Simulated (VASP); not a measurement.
# Cd (Fddd) in VASP: notebook

Cd is run at these levels: PBE; tasks: single point.

Program: VASP 6.6.1. These are calculated values, not measurements. Logs are shortened: lines on timing, memory, paths and dates and some standing lists are left out, and cuts for length are marked.

### 1 The cell of the first run

It takes space group Fddd (No. 70, orthorhombic). The conventional cell has a = 3.488 Å, b = 4.934 Å, c = 11.027 Å, α = 90.00°, β = 90.00°, γ = 90.00°. Within 4.0 Å of Cd (site symmetry 222) lie 14 Cd at 3.02 to 4.00 Å.

### 2 Single point, PBE

File INCAR:

```
PREC = Accurate ; ENCUT = 520
EDIFF = 1E-6 ; ISMEAR = 0
SIGMA = 0.1 ; LREAL = False
LASPH = True ; NELM = 100
ALGO = Normal ; ISIF = 2
LWAVE = False ; LCHARG = True
GGA = PE ; LELF = True
LVHAR = True ; NBANDS = 19
```

File KPOINTS:

```
regular mesh
0
Gamma
  6 6 6
```

File POSCAR:

```
Cd
1.0
    0.0000000000      1.7442108576      5.5137367843
    2.4671890767      0.0000000000      5.5137367843
    2.4671890767      1.7442108576      0.0000000000
Cd
2
Direct
    0.2500000000      0.2500000000      0.2500000000
    0.0000000000      0.0000000000      0.0000000000
```

Potentials or basis: VASP PAW PBE potentials, release 64 (Cd).

Run with:

```bash
> cat potpaw_PBE.64/Cd/POTCAR > POTCAR
> mpirun -np 1 vasp_std > vasp.out
```

OUTCAR:

```text
PREC = Accurate
   ENCUT = 520
   EDIFF = 1E-6
   ISMEAR = 0
   LREAL = False
   LASPH = True
   NELM = 100
   ISIF = 2
   GGA = PE

 ion  position               nearest neighbor table
   1  0.250  0.250  0.250-   2 3.14   2 3.14   2 3.14   2 3.14
   2  0.000  0.000  0.000-   1 3.14   1 3.14   1 3.14   1 3.14

  LATTYP: Found a face centered orthorhombic cell.
 ALAT       =     3.4884217152
 B/A-ratio  =     1.4145016160
 C/A-ratio  =     3.1611641220

  Lattice vectors:

 A1 = (   2.4671890767,   0.0000000000,  -5.5137367843)
 A2 = (   0.0000000000,   1.7442108576,  -5.5137367843)
 A3 = (   2.4671890767,   1.7442108576,   0.0000000000)

Analysis of symmetry for initial positions (statically):
=====================================================================
 Subroutine PRICEL returns:
 Original cell was already a primitive cell.

 Routine SETGRP: Setting up the symmetry group for a
 face centered orthorhombic supercell.

 Subroutine GETGRP returns: Found  8 space group operations
 (whereof  4 operations were pure point group operations)
 out of a pool of  8 trial point group operations.

The static configuration has the point symmetry D_2 .
 The point group associated with its full space group is D_2h.

Analysis of symmetry for dynamics (positions and initial velocities):
=====================================================================
 Subroutine PRICEL returns:
 Original cell was already a primitive cell.

 Routine SETGRP: Setting up the symmetry group for a
 face centered orthorhombic supercell.

 Subroutine GETGRP returns: Found  8 space group operations
 (whereof  4 operations were pure point group operations)
 out of a pool of  8 trial point group operations.

The dynamic configuration has the point symmetry D_2 .
 The point group associated with its full space group is D_2h.

 Subroutine INISYM returns: Found  8 space group operations
 (whereof  4 operations are pure point group operations),
 and found     1 'primitive' translations

----------------------------------------------------------------------------------------

                                     Primitive cell

  volume of cell :      47.4545

  direct lattice vectors                    reciprocal lattice vectors
     0.000000000  1.744210858  5.513736784    -0.202659782  0.286662589  0.090682602
     2.467189077  0.000000000  5.513736784     0.202659782 -0.286662589  0.090682602
     2.467189077  1.744210858  0.000000000     0.202659782  0.286662589 -0.090682602

  length of vectors
[... 75 lines left out ...]
   ICHARG =      2    charge: 1-file 2-atom 10-const
   ISPIN  =      1    spin polarized calculation?
   LNONCOLLINEAR =      F non collinear calculations
   LSORBIT =      F    spin-orbit coupling
   LASPH  =      T    aspherical Exc in radial PAW
   ENCUT  =  520.0 eV  38.22 Ry    6.18 a.u.  10.75 11.23  5.62*2*pi/ulx,y,z
   NELM   =    100;   NELMIN=  2; NELMDL= -5     # of ELM steps
   EDIFF  = 0.1E-05   stopping-criterion for ELM
   LREAL  =      F    real-space projection
   EDIFFG = 0.1E-04   stopping-criterion for IOM
   NSW    =      0    number of steps for IOM
   IBRION =     -1    ionic relax: 0-MD 1-quasi-New 2-CG
   NFREE  =      0    steps in history (QN), initial steepest desc. (CG)
   ISIF   =      2    stress and relaxation
   ISYM   =      2    0-nonsym 1-usesym 2-fastsym
   POTIM  = 0.5000    time-step for ionic-motion
   TEBEG  =    0.0;   TEEND  =   0.0 temperature during run
   PSTRESS=    0.0 pullay stress
   NELECT =      24.0000    total number of electrons
   NUPDOWN=      -1.0000    fix difference up-down
   EMIN   =  10.00;   EMAX   =-10.00  energy-range for DOS
   EFERMI =   0.00;   METHOD = LEGACY
   ISMEAR =     0;   SIGMA  =   0.10  broadening in eV -4-tet -1-fermi 0-gaus
   EFERMI_NEDOS =   21; number of points for ismear=-14 and -15
   IALGO  =     38    algorithm
   IMIX   =      4    mixing-type and parameters
     AMIX     =   0.40;   BMIX     =  1.00
     AMIX_MAG =   1.60;   BMIX_MAG =  1.00
  volume/ion in A,a.u.               =      23.73       160.12
  Fermi-wavevector in a.u.,A,eV,Ry     =   1.304326  2.464818 23.147128  1.701266
  Thomas-Fermi vector in A             =   2.435269
   LORBIT       =      0    0 simple, 1 ext, 2 COOP (PROOUT), +10 PAW based schemes
   GGA     = PE    functional components
   LHFCALC =     F    Hartree Fock is set to
   AEXX    =    0.0000 exact exchange contribution
   IVDW    =     0    specifies the selected vdW correction
   LEPSILON=     F    determine dielectric tensor
   LRPA    =     F    only Hartree local field effects (RPA)
 non-spin polarized calculation
 Gauss-broadening in eV      SIGMA  =   0.10
  energy-cutoff  :      520.00
  volume of cell :       47.45
 maximum number of plane-waves:      1300
 NGX is ok and might be reduce to    48

 number of electron      23.9999994 magnetization

 Free energy of the ion-electron system (eV)
  ---------------------------------------------------
  ext. energy  EPLUGINS =         0.00000000
  ---------------------------------------------------
  free energy    TOTEN  =        -1.50651603 eV

  energy without entropy =       -1.50516085  energy(sigma->0) =       -1.50583844

 E-fermi :   2.3126     XC(G=0): -10.5239

 val. band max:        2.0980251077   @ k =   0.1667   0.1667   0.0000
 cond. band min:       2.4100492731   @ k =  -0.3333   0.3333   0.3333
 fundamental gap:      0.3120241654
 Fermi energy:         2.3126276734

 k-point     1 :       0.0000    0.0000    0.0000
  band No.  band energies     occupation
      1      -7.1142      2.00000
      2      -7.0585      2.00000
      3      -7.0525      2.00000
      4      -6.9679      2.00000
      5      -6.3478      2.00000
      6      -6.3014      2.00000
[... 505 lines left out ...]
      6      -6.5979      2.00000
[... 11 lines left out ...]
     18      11.9475      0.00000
     19      14.7492      0.00000

 [... further k-points ...]
[... 5 lines left out ...]
  --------------------------------------------------------------------------------------
  -------------------------------------------------------------------------------------
  Total        0.0717586      0.0154353      0.0886484      0.0000000      0.0000000      0.0000000
  in kB        2.4227428      0.5211309      2.9929811      0.0000000      0.0000000      0.0000000
  external PRESSURE =       1.9789516 kB  Pullay stress =       0.0000000 kB

 VOLUME and BASIS-vectors are now :
 -----------------------------------------------------------------------------
  energy-cutoff  :      520.00
  volume of cell :       47.45
      direct lattice vectors                 reciprocal lattice vectors
     0.000000000  1.744210858  5.513736784    -0.202659782  0.286662589  0.090682602
     2.467189077  0.000000000  5.513736784     0.202659782 -0.286662589  0.090682602
     2.467189077  1.744210858  0.000000000     0.202659782  0.286662589 -0.090682602

 POSITION                                       TOTAL-FORCE (eV/Angst)
 -----------------------------------------------------------------------------------
      1.23359      0.87211      2.75687        -0.000000      0.000000      0.000000
      0.00000      0.00000      0.00000         0.000000     -0.000000     -0.000000
 -----------------------------------------------------------------------------------
    total drift:                               -0.000000     -0.000000      0.000000

  FREE ENERGIE OF THE ION-ELECTRON SYSTEM (eV)
  ---------------------------------------------------
  free  energy   TOTEN  =        -1.5065160255 eV

  energy  without entropy=       -1.5051608503  energy(sigma->0) =       -1.50583844
```

stdout:

```text
POSCAR found type information on POSCAR Cd
 POSCAR found :  1 types and       2 ions
 scaLAPACK will be used
 LDA part: xc-table for (Slater+PW92), standard interpolation
 POSCAR, INCAR and KPOINTS ok, starting setup
 FFT: planning ... GRIDC
 FFT: planning ... GRID_SOFT
 FFT: planning ... GRID
 WAVECAR not read
 entering main loop
```

It took 63 s on 1 thread of Oxide Virtual Turin-like, shared host; peak memory 0.19 GiB.

Results:

| Quantity | Value |
| --- | --- |
| Free energy | -1.5065 eV |
| Pressure | 0.2 GPa |
| Band gap on the k mesh | zero (band 12 reaches 3.66 eV, above the bottom of band 13 at 0.08 eV) |

Caveat: the k points lie up to 0.38 Å⁻¹ apart.

### 3 Single point, PBE

This run uses another cell than the first one: it holds 8 atoms, not 2.

File INCAR:

```
  ALGO = Fast
  EDIFF = 1E-7
  ENCUT = 520
  GGA = PE
  ISIF = 2
  ISMEAR = 0
  LASPH = True
  LCHARG = False
  LREAL = False
  LWAVE = False
  NBANDS = 58
  NELM = 60
  PREC = Accurate
  SIGMA = 0.2
```

File KPOINTS:

```
k-points
0
Gamma
  4 4 4
```

File POSCAR:

```
Cd
1.0
    3.1793185212      5.1837512919      0.0000000000
   -3.1793185212      5.1837512919      0.0000000000
    0.0000000000      2.5918756460      5.6757023550
Cd
8
Direct
    0.2500000000      0.7500000000      0.0000000000
    0.7500000000      0.7500000000      0.0000000000
    0.2500000000      0.2500000000      0.0000000000
    0.7500000000      0.2500000000      0.0000000000
    0.3750000000      0.6250000000      0.5000000000
    0.8750000000      0.6250000000      0.5000000000
    0.3750000000      0.1250000000      0.5000000000
    0.8750000000      0.1250000000      0.5000000000
```

Potentials or basis: VASP PAW PBE potentials, release 64 (Cd).

Run with:

```bash
> cat potpaw_PBE.64/Cd/POTCAR > POTCAR
> mpirun -np 1 vasp_std > vasp.out
```

Run time: 4.3 min. Hardware: 1 thread of Oxide Virtual Turin-like, shared host; peak memory 0.37 GiB.

It converged, with:

* Free energy: -5.7997 eV
* Pressure: 0.5 GPa
* Band gap on the k mesh: zero (band 48 reaches 3.13 eV, above the bottom of band 49 at 1.24 eV)

Forces in eV/Å, atoms in the order of the input:
```
Cd   0.003  0.000  0.000
Cd   0.003  0.000  0.000
Cd   0.003  0.000  0.000
Cd   0.003  0.000  0.000
Cd  -0.003  0.000  0.000
Cd  -0.003  0.000  0.000
Cd  -0.003  0.000  0.000
Cd  -0.003  0.000  0.000
```

Stress tensor (GPa, compression positive):
```
 1.17  0.00  0.00
 0.00  1.02  0.46
 0.00  0.46 -0.81
```

Levels at points of the mesh, in eV from the Fermi level:
| k point | band 45 | band 46 | band 47 | band 48 | band 49 | band 50 | band 51 | band 52 |
| --- | --- | --- | --- | --- | --- | --- | --- | --- |
| (0.00, 0.00, 0.00) | -2.05 | -1.63 | -1.63 | -1.12 | -1.11 | 0.01 | 0.01 | 0.49 |
| (0.50, 0.00, 0.00) | -2.58 | -2.58 | -1.35 | -1.35 | 0.28 | 0.28 | 1.90 | 1.90 |
| (0.50, 0.50, 0.00) | -3.50 | -3.50 | 0.77 | 0.77 | 1.85 | 1.85 | 1.97 | 1.97 |
| (0.00, 0.00, 0.50) | -1.66 | -1.66 | -1.63 | -1.63 | 0.01 | 0.01 | 1.38 | 1.38 |
| (0.50, 0.00, 0.50) | -3.26 | -3.26 | 0.46 | 0.46 | 2.33 | 2.33 | 2.92 | 2.92 |
| (0.50, 0.50, 0.50) | -2.52 | -2.52 | -2.52 | -2.52 | 1.97 | 1.97 | 2.64 | 2.64 |
